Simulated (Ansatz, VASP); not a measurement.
## Al3N in VASP and in Ansatz

File INCAR:

```
SYSTEM = Al3N
PREC = Accurate
ENCUT = 520
EDIFF = 1E-6
ISMEAR = 0
SIGMA = 0.1
LREAL = .FALSE.
LASPH = .TRUE.
NELM = 150
ALGO = Normal
ISIF = 2
LWAVE = .FALSE.
LCHARG = .TRUE.
ISPIN = 2
MAGMOM = 0 0 0 0 0 0 1 1
LORBIT = 11
GGA = PE
LELF = .TRUE.
LVHAR = .TRUE.
NBANDS = 28
```

The input KPOINTS:

```
Automatic mesh
0
G
  6 6 4
  0 0 0
```

POSCAR

```
Al3N
1.0
    5.1946198642      0.0000000000      0.0000000000
   -2.5973099322      4.4986727654      0.0000000000
    0.0000000000      0.0000000000      4.6928055763
Al N
6 2
Direct
    0.3115000000      0.3115000000      0.2500000000
    0.0000000000      0.3115000000      0.7500000000
    0.6885000000      0.0000000000      0.2500000000
    0.6885000000      0.6885000000      0.7500000000
    0.0000000000      0.6885000000      0.2500000000
    0.3115000000      0.0000000000      0.7500000000
    0.0000000000      0.0000000000      0.0000000000
    0.0000000000      0.0000000000      0.5000000000
```

Input for Ansatz:

```yaml
crystal:
  lattice:
    - [5.1946198642, 0.0, 0.0]
    - [-2.5973099322, 4.4986727654, 0.0]
    - [0.0, 0.0, 4.6928055763]
  atoms:
    - { symbol: Al, position: [0.3115, 0.3115, 0.25] }
    - { symbol: Al, position: [0.0, 0.3115, 0.75] }
    - { symbol: Al, position: [0.6885, 0.0, 0.25] }
    - { symbol: Al, position: [0.6885, 0.6885, 0.75] }
    - { symbol: Al, position: [0.0, 0.6885, 0.25] }
    - { symbol: Al, position: [0.3115, 0.0, 0.75] }
    - { symbol: "N", position: [0.0, 0.0, 0.0], spin: 1.0 }
    - { symbol: "N", position: [0.0, 0.0, 0.5], spin: 1.0 }
basis:
  ecutwfc: 420
kpoints:
  mp_grid: { grid: [6, 6, 4] }
hamiltonian:
  xc: pbe
scf:
  occupations: { method: gaussian, width: 0.1 }
  lower_state_search: "off"
output:
  forces: true
  stress: true
  eigenvalues: true
  populations: true
magnetization:
  spin_polarized: true
```

Alike in both runs: task single point; functional PBE; k mesh 6 × 6 × 4; occupations gaussian, width 0.1 eV; collinear spin.

|  | VASP | Ansatz |
| --- | --- | --- |
| version | VASP 6.6.1 | Ansatz 0.2.0 |
| potentials or method | VASP PAW PBE potentials, release 64 (Al, N), cutoff 520 eV | scalar-relativistic, plane waves, PAW |
| valence electrons in the cell | 28 | 28 |

```csv
,VASP,Ansatz,Ansatz less VASP
gap on the k mesh at the Fermi level (eV),none,none,-
pressure (GPa),3.5,3.6,+0.12
"traceless stress, the component that is largest in VASP (GPa)",24.09,23.98,-0.116
rms of the force components (eV/Å),0.510,0.516,+0.0056
net moment per atom (μB),0.00,0.00,0.000
```

Atom by atom the forces differ by 0.006 eV/Å (rms over components). A gap of «none» marks a metal or a gap that the smearing closes. Ansatz's warnings: seeded moment not kept.
